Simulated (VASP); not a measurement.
# Lu2H6 in VASP: single point with PBE

Aim: the single point of Lu2H6 with PBE.

Program: VASP 6.6.1. These are calculated values, not measurements. Logs are shortened: lines on timing, memory, paths and dates and some standing lists are left out, and cuts for length are marked.

### 1 The cell of the first run

The cell holds a molecule in a box, 8 atoms: a = 11.480 Å, b = 12.280 Å, c = 14.540 Å, α = 90.00°, β = 90.00°, γ = 90.00°.

### 2 Single point, PBE

INCAR

```
SYSTEM = LuH3
PREC     = Accurate       ! precision mode
ENCUT    = 520            ! plane-wave cutoff, eV
EDIFF    = 1E-6           ! SCF threshold, eV
ISMEAR   = 0              ! smearing method
SIGMA    = 0.01           ! smearing width, eV
LREAL    = .FALSE.        ! projectors in reciprocal space
LASPH    = .TRUE.         ! aspherical terms in the spheres
NELM     = 60             ! most SCF steps
ALGO     = Normal         ! electronic algorithm
ISIF     = 2              ! what is computed and relaxed
LWAVE    = .FALSE.        ! write WAVECAR
LCHARG   = .FALSE.        ! write CHGCAR
GGA      = PE             ! functional
NBANDS   = 38             ! bands
```

KPOINTS

```
regular mesh
0
G
  1 1 1
  0 0 0
```

POSCAR

```
LuH3
1.0
   11.4800000000      0.0000000000      0.0000000000
    0.0000000000     12.2800000000      0.0000000000
    0.0000000000      0.0000000000     14.5400000000
Lu H
2 6
Direct
    0.5000836200      0.5001384400      0.6182434700
    0.5000836200      0.5001384400      0.3820997200
    0.6081811800      0.5001384400      0.5001719400
    0.3919860600      0.5001384400      0.5001719400
    0.5000836200      0.6338273600      0.6908521300
    0.5000836200      0.3664495100      0.6908521300
    0.5000836200      0.6338273600      0.3094910600
    0.5000836200      0.3664495100      0.3094910600
```

Potentials or basis: VASP PAW PBE potentials, release 64 (Lu, H).

Started as:

```
$ cat potpaw_PBE.64/Lu/POTCAR potpaw_PBE.64/H/POTCAR > POTCAR
$ mpirun -np 1 vasp_gam > vasp.out
```

OUTCAR:

```text
SYSTEM = LuH3
   PREC = Accurate
   ENCUT = 520
   EDIFF = 1E-6
   ISMEAR = 0
   LREAL = .FALSE.
   LASPH = .TRUE.
   NELM = 60
   ISIF = 2
   GGA = PE

 ion  position               nearest neighbor table
   1  0.500  0.500  0.618-   5 1.95   6 1.95   4 2.12   3 2.12   2 3.43
   2  0.500  0.500  0.382-   7 1.95   8 1.95   4 2.12   3 2.12   1 3.43
   3  0.608  0.500  0.500-   1 2.12   2 2.12
   4  0.392  0.500  0.500-   1 2.12   2 2.12
   5  0.500  0.634  0.691-   1 1.95
   6  0.500  0.366  0.691-   1 1.95
   7  0.500  0.634  0.309-   2 1.95
   8  0.500  0.366  0.309-   2 1.95

  LATTYP: Found a simple orthorhombic cell.
 ALAT       =    11.4800000000
 B/A-ratio  =     1.0696864111
 C/A-ratio  =     1.2665505226

  Lattice vectors:

 A1 = (  11.4800000000,   0.0000000000,   0.0000000000)
 A2 = (   0.0000000000,  12.2800000000,   0.0000000000)
 A3 = (   0.0000000000,   0.0000000000,  14.5400000000)

Analysis of symmetry for initial positions (statically):
=====================================================================
 Subroutine PRICEL returns:
 Original cell was already a primitive cell.

 Routine SETGRP: Setting up the symmetry group for a
 simple orthorhombic supercell.

 Subroutine GETGRP returns: Found  8 space group operations
 (whereof  1 operations were pure point group operations)
 out of a pool of  8 trial point group operations.

The static configuration has the point symmetry C_1 .
 The point group associated with its full space group is D_2h.

Analysis of symmetry for dynamics (positions and initial velocities):
=====================================================================
 Subroutine PRICEL returns:
 Original cell was already a primitive cell.

 Routine SETGRP: Setting up the symmetry group for a
 simple orthorhombic supercell.

 Subroutine GETGRP returns: Found  8 space group operations
 (whereof  1 operations were pure point group operations)
 out of a pool of  8 trial point group operations.

The dynamic configuration has the point symmetry C_1 .
 The point group associated with its full space group is D_2h.

 Subroutine INISYM returns: Found  8 space group operations
 (whereof  1 operations are pure point group operations),
 and found     1 'primitive' translations

----------------------------------------------------------------------------------------

                                     Primitive cell

  volume of cell :    2049.7678

  direct lattice vectors                    reciprocal lattice vectors
    11.480000000  0.000000000  0.000000000     0.087108014  0.000000000  0.000000000
     0.000000000 12.280000000  0.000000000     0.000000000  0.081433225  0.000000000
     0.000000000  0.000000000 14.540000000     0.000000000  0.000000000  0.068775791

  length of vectors
    11.480000000 12.280000000 14.540000000     0.087108014  0.081433225  0.068775791

  position of ions in fractional coordinates (direct lattice)
     0.500083620  0.500138440  0.618243470
     0.500083620  0.500138440  0.382099720
     0.608181180  0.500138440  0.500171940
     0.391986060  0.500138440  0.500171940
     0.500083620  0.633827360  0.690852130
     0.500083620  0.366449510  0.690852130
     0.500083620  0.633827360  0.309491060
     0.500083620  0.366449510  0.309491060

  ion indices of the primitive-cell ions
   primitive index   ion index
                 1           1
                 2           2
                 3           3
                 4           4
                 5           5
                 6           6
                 7           7
                 8           8

----------------------------------------------------------------------------------------

 KPOINTS: regular mesh

Automatic generation of k-mesh.
 Grid dimensions read from file:
 generate k-points for:    1    1    1

 Generating k-lattice:

  Cartesian coordinates                     Fractional coordinates (reciprocal lattice)
     0.087108014  0.000000000  0.000000000     1.000000000  0.000000000  0.000000000
     0.000000000  0.081433225  0.000000000     0.000000000  1.000000000  0.000000000
     0.000000000  0.000000000  0.068775791     0.000000000  0.000000000  1.000000000

  Length of vectors
     0.087108014  0.081433225  0.068775791

  Shift w.r.t. Gamma in fractional coordinates (k-lattice)
     0.000000000  0.000000000  0.000000000

 Subroutine IBZKPT returns following result:
 ===========================================

 Found      1 irreducible k-points:

 Following reciprocal coordinates:
            Coordinates               Weight
  0.000000  0.000000  0.000000      1.000000
   k-points           NKPTS =      1   k-points in BZ     NKDIM =      1   number of bands    NBANDS=     38
   number of dos      NEDOS =    301   number of ions     NIONS =      8
   total plane-waves  NPLWV = 933120
   dimension x,y,z NGX =    90 NGY =   96 NGZ =  108
   dimension x,y,z NGXF=   180 NGYF=  192 NGZF=  216
   ions per type =               2   6
   NGX,Y,Z   is equivalent  to a cutoff of  13.03, 13.00, 12.35 a.u.
   NGXF,Y,Z  is equivalent  to a cutoff of  26.07, 25.99, 24.70 a.u.
 SYSTEM =  LuH3
   PREC   = accura    normal or accurate (medium, high low for compatibility)
   ISTART =      0    job   : 0-new  1-cont  2-samecut
   ICHARG =      2    charge: 1-file 2-atom 10-const
   ISPIN  =      1    spin polarized calculation?
   LNONCOLLINEAR =      F non collinear calculations
   LSORBIT =      F    spin-orbit coupling
   LASPH  =      T    aspherical Exc in radial PAW
   ENCUT  =  520.0 eV  38.22 Ry    6.18 a.u.  21.35 22.83 27.03*2*pi/ulx,y,z
   NELM   =     60;   NELMIN=  2; NELMDL= -5     # of ELM steps
   EDIFF  = 0.1E-05   stopping-criterion for ELM
   LREAL  =      F    real-space projection
   EDIFFG = 0.1E-04   stopping-criterion for IOM
   NSW    =      0    number of steps for IOM
   IBRION =     -1    ionic relax: 0-MD 1-quasi-New 2-CG
   NFREE  =      0    steps in history (QN), initial steepest desc. (CG)
   ISIF   =      2    stress and relaxation
   ISYM   =      2    0-nonsym 1-usesym 2-fastsym
   POTIM  = 0.5000    time-step for ionic-motion
   TEBEG  =    0.0;   TEEND  =   0.0 temperature during run
   PSTRESS=    0.0 pullay stress
   NELECT =      56.0000    total number of electrons
   NUPDOWN=      -1.0000    fix difference up-down
   EMIN   =  10.00;   EMAX   =-10.00  energy-range for DOS
   EFERMI =   0.00;   METHOD = LEGACY
   ISMEAR =     0;   SIGMA  =   0.01  broadening in eV -4-tet -1-fermi 0-gaus
   EFERMI_NEDOS =   21; number of points for ismear=-14 and -15
   IALGO  =     38    algorithm
   IMIX   =      4    mixing-type and parameters
     AMIX     =   0.40;   BMIX     =  1.00
     AMIX_MAG =   1.60;   BMIX_MAG =  1.00
  volume/ion in A,a.u.               =     256.22      1729.06
  Fermi-wavevector in a.u.,A,eV,Ry     =   0.493063  0.931754  3.307731  0.243111
  Thomas-Fermi vector in A             =   1.497288
   LORBIT       =      0    0 simple, 1 ext, 2 COOP (PROOUT), +10 PAW based schemes
   GGA     = PE    functional components
   LHFCALC =     F    Hartree Fock is set to
   AEXX    =    0.0000 exact exchange contribution
   IVDW    =     0    specifies the selected vdW correction
   LEPSILON=     F    determine dielectric tensor
   LRPA    =     F    only Hartree local field effects (RPA)
 non-spin polarized calculation
 Gauss-broadening in eV      SIGMA  =   0.01
  energy-cutoff  :      520.00
  volume of cell :     2049.77
 maximum number of plane-waves:     27651
 NGX is ok and might be reduce to    90
   NGX = 43   NGY = 45   NGZ = 55

 number of electron      55.9999997 magnetization

 Free energy of the ion-electron system (eV)
  ---------------------------------------------------
  ext. energy  EPLUGINS =         0.00000000
  ---------------------------------------------------
  free energy    TOTEN  =       -26.68745402 eV

  energy without entropy =      -26.68745402  energy(sigma->0) =      -26.68745402

 E-fermi :  -5.5216     XC(G=0):  -1.0501

 val. band max:       -5.7285185146   @ k =   0.0000   0.0000   0.0000
 cond. band min:      -2.6279110249   @ k =   0.0000   0.0000   0.0000
 fundamental gap:      3.1006074897
 Fermi energy:        -5.5215723862

 k-point     1 :       0.0000    0.0000    0.0000
  band No.  band energies     occupation
      1     -61.0760      2.00000
      2     -61.0703      2.00000
      3     -32.0503      2.00000
      4     -32.0284      2.00000
      5     -31.6916      2.00000
      6     -31.5481      2.00000
      7     -31.5345      2.00000
      8     -31.5329      2.00000
      9      -9.8184      2.00000
     10      -9.7888      2.00000
     11      -9.7700      2.00000
     12      -9.7674      2.00000
     13      -9.7655      2.00000
     14      -9.7510      2.00000
     15      -9.7324      2.00000
     16      -9.7013      2.00000
     17      -9.6882      2.00000
     18      -9.6846      2.00000
     19      -9.6774      2.00000
     20      -9.5946      2.00000
     21      -9.5856      2.00000
     22      -9.5668      2.00000
     23      -9.0190      2.00000
     24      -7.5437      2.00000
     25      -6.6417      2.00000
     26      -6.2809      2.00000
     27      -5.7877      2.00000
     28      -5.7285      2.00000
     29      -2.6279      0.00000
     30      -2.5881      0.00000
     31      -2.5170      0.00000
     32      -2.1000      0.00000
     33      -1.5904      0.00000
     34      -1.4512      0.00000
     35      -1.4274      0.00000
     36      -1.4134      0.00000
     37      -1.0568      0.00000
     38      -0.1332      0.00000

------------------------ aborting loop because EDIFF is reached ----------------------------------------

  FORCE on cell =-STRESS in cart. coord.  units (eV):
  Direction    XX          YY          ZZ          XY          YZ          ZX
  --------------------------------------------------------------------------------------
  -------------------------------------------------------------------------------------
  Total       -0.1812353     -1.0129592     -1.3826066      0.0000000      0.0000000      0.0000000
  in kB       -0.1416605     -0.7917679     -1.0806985      0.0000000      0.0000000      0.0000000
  external PRESSURE =      -0.6713756 kB  Pullay stress =       0.0000000 kB

 VOLUME and BASIS-vectors are now :
 -----------------------------------------------------------------------------
  energy-cutoff  :      520.00
  volume of cell :     2049.77
      direct lattice vectors                 reciprocal lattice vectors
    11.480000000  0.000000000  0.000000000     0.087108014  0.000000000  0.000000000
     0.000000000 12.280000000  0.000000000     0.000000000  0.081433225  0.000000000
     0.000000000  0.000000000 14.540000000     0.000000000  0.000000000  0.068775791

 POSITION                                       TOTAL-FORCE (eV/Angst)
 -----------------------------------------------------------------------------------
      5.74096      6.14170      8.98926         0.000000      0.000000     -0.122526
      5.74096      6.14170      5.55573         0.000000      0.000000      0.122526
      6.98192      6.14170      7.27250        -0.048075      0.000000      0.000000
      4.50000      6.14170      7.27250         0.048075      0.000000      0.000000
      5.74096      7.78340     10.04499         0.000000     -0.142487     -0.079526
      5.74096      4.50000     10.04499         0.000000      0.142487     -0.079526
      5.74096      7.78340      4.50000         0.000000     -0.142487      0.079526
      5.74096      4.50000      4.50000         0.000000      0.142487      0.079526
 -----------------------------------------------------------------------------------
    total drift:                               -0.000010     -0.000000      0.000030

  FREE ENERGIE OF THE ION-ELECTRON SYSTEM (eV)
  ---------------------------------------------------
  free  energy   TOTEN  =       -26.6874540236 eV

  energy  without entropy=      -26.6874540236  energy(sigma->0) =      -26.68745402
```

Wall time 4.8 min (1 thread of Intel Xeon Platinum 8559C (Emerald Rapids), shared host); peak memory 1.5 GiB.

What came out:

```yaml
Free_energy: -26.6875 eV
Largest_force: 0.163 eV/Å
Gap_between_the_frontier_levels: 3.10 eV
```

Forces in eV/Å, atoms in the order of the input:
```
Lu   0.000  0.000 -0.123
Lu   0.000  0.000  0.123
H   -0.048  0.000  0.000
H    0.048  0.000  0.000
H    0.000 -0.142 -0.080
H    0.000  0.142 -0.080
H    0.000 -0.142  0.080
H    0.000  0.142  0.080
```

Levels at points of the mesh, in eV from the valence-band top:
| k point | band 24 | band 25 | band 26 | band 27 | band 28 | band 29 | band 30 | band 31 | band 32 | band 33 |
| --- | --- | --- | --- | --- | --- | --- | --- | --- | --- | --- |
| (0.00, 0.00, 0.00) | -1.82 | -0.91 | -0.55 | -0.06 | 0.00 | 3.10 | 3.14 | 3.21 | 3.63 | 4.14 |

Caveat: spin-orbit coupling is left out, which moves the levels of the heavy elements.
